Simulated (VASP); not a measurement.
# BaTiO3: electric field gradients with PBE

BaTiO3:

```xyz
5
Lattice="3.9457 0.0000 0.0000 0.0000 3.9457 0.0000 0.0000 0.0000 3.9637" Properties=species:S:1:pos:R:3 pbc="T T T"
Ba    0.0000    0.0000    0.0000
Ti    1.9729    1.9729    1.9818
O     1.9729    1.9729    0.0000
O     1.9729    0.0000    1.9818
O     0.0000    1.9729    1.9818
```

| Property | Result |
| --- | --- |
| Program | VASP 6.6.1 |
| Task | electric field gradients |
| Functional | PBE |
| Potentials or basis | VASP PAW PBE potentials, release 64 (Ba_sv, Ti_sv, O_h) |
| Cutoff | 1000 eV |
| k mesh | 7 × 7 × 7 |
| Occupations | fermi-dirac, width 0.03 eV |
| Spin | no spin polarisation |
| Dipole correction | no |
| Further INCAR settings | ALGO = Normal; EDIFF = 1e-08; NBANDS = 28 |

| Quantity | Value |
| --- | --- |
| Pressure | 11.4 GPa |
| Band gap on the k mesh | 1.89 eV (least direct gap 1.93 eV) |
| Largest electric field gradient by atom | Ba +0.8; Ti +4.2; O +23.0, +20.8 (each value once) V/Å² |

Stress tensor (GPa, compression positive):
```
11.76  0.00  0.00
 0.00 11.76  0.00
 0.00  0.00 10.57
```

Levels at points of the mesh, in eV from the valence-band top:
| k point | band 18 | band 19 | band 20 | band 21 | band 22 | band 23 |
| --- | --- | --- | --- | --- | --- | --- |
| (0.00, 0.00, 0.00) | -0.05 | -0.04 | -0.04 | 1.89 | 1.89 | 1.89 |

Electric field gradients, principal values (V/Å²):
```tsv
atom	least	middle	greatest (by size)
1 Ba	-0.407	-0.407	0.815
2 Ti	-2.102	-2.102	4.204
3 O	-11.506	-11.506	23.012
4 O	-9.658	-11.181	20.838
5 O	-9.658	-11.181	20.838
```

It took 7 min on 1 thread of AMD EPYC 7571, on a shared host, peak memory 0.35 GiB.

Caveat: the cell stands under pressure; without QUAD_EFG the Cq values of the log hold for a quadrupole moment of 1 mb, not for the nuclei; spin-orbit coupling is left out, which moves the levels of the heavy elements. A k mesh can miss the band edges.
